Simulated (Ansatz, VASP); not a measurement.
CsH in VASP and in Ansatz

POSCAR

```
CsH
1.0
    0.0000000000      3.4430400000      3.4430400000
    3.4430400000      0.0000000000      3.4430400000
    3.4430400000      3.4430400000      0.0000000000
Cs H
1 1
Direct
    0.0000000000      0.0000000000      0.0000000000
    0.5000000000      0.5000000000      0.5000000000
```

Contents of INCAR.step1:

```
SYSTEM = CsH
  PREC = Accurate
  ENCUT = 520
  ISMEAR = 0
  SIGMA = 0.05
  LREAL = .False.
  LASPH = .True.
  NELM = 60
  NBANDS = 12
  GGA = PE
  ALGO = Normal
  EDIFF = 1E-4
  LWAVE = .True.
  LCHARG = .False.
```

Contents of INCAR.step2:

```
SYSTEM = CsH
  PREC = Accurate
  ENCUT = 520
  EDIFF = 1E-6
  ISMEAR = 0
  SIGMA = 0.05
  LREAL = .False.
  LASPH = .True.
  NELM = 60
  ALGO = Normal
  ISIF = 2
  LWAVE = .False.
  LCHARG = .False.
  METAGGA = R2SCAN
  LMIXTAU = .True.
  NBANDS = 12
  ISTART = 1
```

The input KPOINTS:

```
Automatic mesh
0
Gamma
  6 6 6
  0 0 0
```

Input for Ansatz:

```yaml
crystal:
  lattice:
    - [0.0, 3.44304, 3.44304]
    - [3.44304, 0.0, 3.44304]
    - [3.44304, 3.44304, 0.0]
  atoms:
    - { symbol: Cs, position: [0.0, 0.0, 0.0] }
    - { symbol: H, position: [0.5, 0.5, 0.5] }
basis:
  ecutwfc: 500
kpoints:
  mp_grid: { grid: [6, 6, 6] }
hamiltonian:
  xc: r2scan
scf:
  occupations: { method: gaussian, width: 0.05 }
output:
  forces: true
  stress: true
  eigenvalues: true
  write_density: true
  write_potential: true
  elf: true
  volumetric_format: npy
```

Change from the starting cell: strain +0.080 along x and y, +0.080 along z, atoms carried along.

Alike in both runs: task single point; functional r2SCAN; k mesh 6 × 6 × 6; occupations gaussian, width 0.05 eV; no spin polarisation.

|  | VASP | Ansatz |
| --- | --- | --- |
| version | VASP 6.6.1 | Ansatz 0.2.0 |
| potentials or method | VASP PAW PBE potentials, release 64 (Cs_sv, H), cutoff 520 eV | scalar-relativistic, plane waves, PAW |
| valence electrons in the cell | 10 | 10 |

|  | VASP | Ansatz | Ansatz less VASP |
| --- | --- | --- | --- |
| gap on the k mesh at the Fermi level (eV) | 2.83 | 2.84 | +0.009 |
| least direct gap on the mesh (eV) | 2.83 | 2.84 | +0.009 |
| pressure (GPa) | -1.4 | -1.4 | 0.00 |

VASP's potentials were made for PBE, not for r2SCAN.

Spin-orbit coupling is off throughout.
